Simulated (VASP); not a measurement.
# MoS2 (P6_3/mmc) in VASP: a series of runs, part 2 of 2

VASP 6.6.1. The steps go on from the part before.

### 4 Relaxation of cell and atoms, PBEsol

This run uses another cell than the first one, of 17.86 Å³/atom.

Input file INCAR:

```
  PREC = Accurate
  ENCUT = 600
  EDIFF = 1E-6
  ISMEAR = -1
  SIGMA = 0.08
  LREAL = F
  LASPH = T
  NELM = 60
  ALGO = Normal
  ISIF = 3
  LWAVE = F
  LCHARG = F
  GGA = PS
  IBRION = 2
  NSW = 100
  EDIFFG = -0.002
```

Input file KPOINTS:

```
regular mesh
0
Gamma
  10 10 4
```

Input file POSCAR:

```
MoS2
1.0
    3.1690000000      0.0000000000      0.0000000000
   -1.5845000000      2.7444345046      0.0000000000
    0.0000000000      0.0000000000     12.3240000000
Mo S
2 4
Direct
    0.3333333333      0.6666666667      0.2500000000
    0.6666666667      0.3333333333      0.7500000000
    0.3333333333      0.6666666667      0.6230000000
    0.6666666667      0.3333333333      0.1230000000
    0.3333333333      0.6666666667      0.8770000000
    0.6666666667      0.3333333333      0.3770000000
```

Potentials or basis: VASP PAW PBE potentials, release 64 (Mo_sv, S).

The run is started by

```
$ cat potpaw_PBE.64/Mo_sv/POTCAR potpaw_PBE.64/S/POTCAR > POTCAR
$ mpirun -np 1 vasp_std > vasp.out
```

OUTCAR:

```text
PREC = Accurate
   ENCUT = 600
   EDIFF = 1E-6
   ISMEAR = -1
   LREAL = F
   LASPH = T
   NELM = 60
   ISIF = 3
   GGA = PS
   IBRION = 2
   NSW = 100
   EDIFFG = -0.002

 ion  position               nearest neighbor table
   1  0.333  0.667  0.250-   4 2.41   6 2.41   4 2.41   6 2.41   4 2.41   6 2.41
   2  0.667  0.333  0.750-   3 2.41   5 2.41   3 2.41   5 2.41   3 2.41   5 2.41
   3  0.333  0.667  0.623-   2 2.41   2 2.41   2 2.41
   4  0.667  0.333  0.123-   1 2.41   1 2.41   1 2.41
   5  0.333  0.667  0.877-   2 2.41   2 2.41   2 2.41
   6  0.667  0.333  0.377-   1 2.41   1 2.41   1 2.41

  LATTYP: Found a hexagonal cell.
 ALAT       =     3.1690000000
 C/A-ratio  =     3.8889239508

  Lattice vectors:

 A1 = (   3.1690000000,   0.0000000000,   0.0000000000)
 A2 = (  -1.5845000000,   2.7444345046,   0.0000000000)
[... 395 lines left out ...]
  free energy    TOTEN  =       -46.90748717 eV

  energy without entropy =      -46.90740934  energy(sigma->0) =      -46.90744826

 E-fermi :   7.7190     XC(G=0): -10.9361

 val. band max:        7.2865738412   @ k =   0.0000   0.0000   0.0000
 cond. band min:       8.3169253321   @ k =   0.2000   0.2000   0.0000
 fundamental gap:      1.0303514909
 Fermi energy:         7.7190399121

 k-point     1 :       0.0000    0.0000    0.0000
  band No.  band energies     occupation
      1     -54.0028      2.00000
      2     -54.0028      2.00000
      3     -28.2144      2.00000
      4     -28.2142      2.00000
      5     -27.9524      2.00000
      6     -27.9524      2.00000
[... 805 lines left out ...]
     30       9.6994      0.00000
     31      10.3574      0.00000

 [... further k-points ...]

------------------------ aborting loop because EDIFF is reached ----------------------------------------

  FORCE on cell =-STRESS in cart. coord.  units (eV):
  Direction    XX          YY          ZZ          XY          YZ          ZX
  --------------------------------------------------------------------------------------
  -------------------------------------------------------------------------------------
  Total       -0.0058225     -0.0058225      0.0063652      0.0000000     -0.0000000      0.0000000
  in kB       -0.0869144     -0.0869144      0.0950161      0.0000000     -0.0000000      0.0000000
  external PRESSURE =      -0.0262709 kB  Pullay stress =       0.0000000 kB
[... 21 lines left out ...]
  FREE ENERGIE OF THE ION-ELECTRON SYSTEM (eV)
  ---------------------------------------------------
  free  energy   TOTEN  =       -46.9074871722 eV

  energy  without entropy=      -46.9074093384  energy(sigma->0) =      -46.90744826

 reached required accuracy - stopping structural energy minimisation
```

OSZICAR:

```text
N       E                     dE             d eps       ncg     rms          rms(c)
DAV:   1     0.500921994016E+03    0.50092E+03   -0.31833E+04  2828   0.178E+03
DAV:   2    -0.201773481205E+02   -0.52110E+03   -0.51023E+03  3185   0.426E+02
DAV:   3    -0.492265137521E+02   -0.29049E+02   -0.28621E+02  3386   0.872E+01
[... 192 lines left out ...]
  21 F= -.46907486E+02 E0= -.46907447E+02  d E =-.191463E-03
       N       E                     dE             d eps       ncg     rms          rms(c)
DAV:   1    -0.469074893131E+02   -0.42512E-05   -0.40193E-04  2604   0.113E-01    0.257E-02
DAV:   2    -0.469074877794E+02    0.15337E-05   -0.25406E-05  2484   0.276E-02    0.103E-02
DAV:   3    -0.469074871722E+02    0.60724E-06   -0.14447E-06  1481   0.886E-03
  22 F= -.46907487E+02 E0= -.46907448E+02  d E =-.143768E-05
```

CONTCAR:

```text
MoS2
   1.00000000000000
     3.1414152409033873    0.0000000000000001    0.0000000000000000
    -1.5707076204516937    2.7205454024648734    0.0000000000000000
    -0.0000000000000000   -0.0000000000000000   12.5587754544773027
  Mo              S
     2     4
Direct
     0.3333333332999970    0.6666666667000030    0.2500000000000000
     0.6666666667000030    0.3333333332999970    0.7500000000000000
     0.3333333332999970    0.6666666667000030    0.6258571415543801
     0.6666666667000030    0.3333333332999970    0.1258571415543800
     0.3333333332999970    0.6666666667000030    0.8741428584456199
     0.6666666667000030    0.3333333332999970    0.3741428584456201

  0.00000000E+00  0.00000000E+00  0.00000000E+00
  0.00000000E+00  0.00000000E+00  0.00000000E+00
  0.00000000E+00  0.00000000E+00  0.00000000E+00
  0.00000000E+00  0.00000000E+00  0.00000000E+00
  0.00000000E+00  0.00000000E+00  0.00000000E+00
  0.00000000E+00  0.00000000E+00  0.00000000E+00
```

It took 15 min on 1 thread of Intel Xeon 6975P-C (Granite Rapids), shared host; peak memory 0.37 GiB.

Results:

```
Free energy                           : -46.9075 eV
Relaxed volume                        : 17.89 Å³/atom
Relaxed cell                          : a = 3.141 Å, b = 3.141 Å, c = 12.559 Å, α = 90.00°, β = 90.00°, γ = 120.00°
Space group after relaxing (to 0.1 Å) : P6_3/mmc (No. 194)
Energy gained by relaxing             : 4.4 meV/atom
Ionic steps                           : 22
Pressure after relaxing               : 0.0 GPa
Band gap on the k mesh                : 1.03 eV (least direct gap 1.96 eV)
```

The path:
| step | energy change (eV) | largest force (eV/Å) | pressure (GPa) | volume (Å³) |
| --- | --- | --- | --- | --- |
| 1 | 0.0000 | 0.3125 | -2.99 | 107.18 |
| 2 | 0.0575 | 0.7657 | 6.48 | 102.09 |
| 3 | -0.0204 | 0.0328 | -0.02 | 105.42 |
| 4 | -0.0204 | 0.0398 | 0.06 | 105.38 |
| 5 | -0.0228 | 0.0407 | 0.13 | 105.22 |
| 6 | -0.0228 | 0.0415 | 0.13 | 105.21 |
| 7 | -0.0232 | 0.0505 | 0.02 | 105.40 |
| 8 | -0.0240 | 0.0768 | -0.31 | 105.94 |
| 9 | -0.0237 | 0.1291 | -0.94 | 107.04 |
| 10 | -0.0242 | 0.0955 | -0.54 | 106.35 |
| 11 | -0.0243 | 0.0926 | -0.54 | 106.37 |
| 12 | -0.0246 | 0.0835 | -0.51 | 106.42 |
| 13 | -0.0251 | 0.0672 | -0.41 | 106.54 |
| 14 | -0.0258 | 0.0326 | -0.23 | 106.77 |
| 15 | -0.0261 | 0.0371 | 0.11 | 107.23 |
| 16 | -0.0262 | 0.0226 | 0.03 | 107.14 |
| 17 | -0.0262 | 0.0190 | 0.02 | 107.11 |
| 18 | -0.0262 | 0.0152 | 0.00 | 107.15 |
| 19 | -0.0264 | 0.0033 | -0.01 | 107.26 |
| 20 | -0.0263 | 0.0199 | -0.04 | 107.48 |
| 21 | -0.0264 | 0.0044 | -0.02 | 107.33 |
| 22 | -0.0264 | 0.0015 | 0.00 | 107.33 |

Final structure:
```xyz
6
Lattice="3.1414 0.0000 0.0000 -1.5707 2.7205 0.0000 0.0000 0.0000 12.5588" Properties=species:S:1:pos:R:3 pbc="T T T"
Mo    0.0000    1.8137    3.1397
Mo    1.5707    0.9068    9.4191
S     0.0000    1.8137    7.8600
S     1.5707    0.9068    1.5806
S     0.0000    1.8137   10.9782
S     1.5707    0.9068    4.6988
```

Caveat: the PAW data sets were made with another functional, which shifts forces and pressure a little; this functional lacks dispersion, which binds layers or chains, so the pressure and a relaxed spacing across them are unreliable.

### 5 Summary

| task | cell | k mesh | cutoff (eV) | smearing | gap on the mesh (eV) | pressure (GPa) |
| --- | --- | --- | --- | --- | --- | --- |
| single point | a = 3.141, b = 3.141, c = 12.573 Å, angles 90.0, 90.0, 120.0°, 6 atoms, atomic positions A | 6 × 6 × 2 | 520 | gaussian 0.01 eV | 0.99 | 0.0 |
| single point | a = 3.141, b = 3.141, c = 12.573 Å, angles 90.0, 90.0, 120.0°, 6 atoms, atomic positions A | 10 × 10 × 4 | 520 | fermi-dirac 0.08 eV | 1.04 | 0.0 |
| relaxation of cell and atoms | relaxed from a = 3.169, b = 3.169, c = 12.324 Å, angles 90.0, 90.0, 120.0°, 6 atoms, atomic positions B | 10 × 10 × 4 | 600 | fermi-dirac 0.08 eV | 1.03 | 0.0 |

Alike in all rows: level PBEsol; potentials or basis VASP PAW PBE potentials, release 64 (Mo_sv, S); no spin polarisation.

Caveats: the PAW data sets were made with another functional, which shifts forces and pressure a little; this functional lacks dispersion, which binds layers or chains, so the pressure and a relaxed spacing across them are unreliable.

Total energies depend on the potentials used, so only differences within one code and one set of settings carry meaning.

### 6 Against experiment

Step 2. Against the measured gap of MoS2, 1.3 eV (indirect; 300 K; “Multiwavelength excitation Raman Scattering Analysis of bulk and 2 dimensional MoS2: Vibrational properties of atomically thin MoS2 layers”, 2015, arxiv:1506.03228), the calculated 0.99 eV is off by -0.31 eV. Spin-orbit coupling on Mo is left out. The value is that of PBEsol on a finite k mesh, which can miss the band edges, without temperature or zero-point motion. Semilocal functionals fall short of measured gaps as a rule.
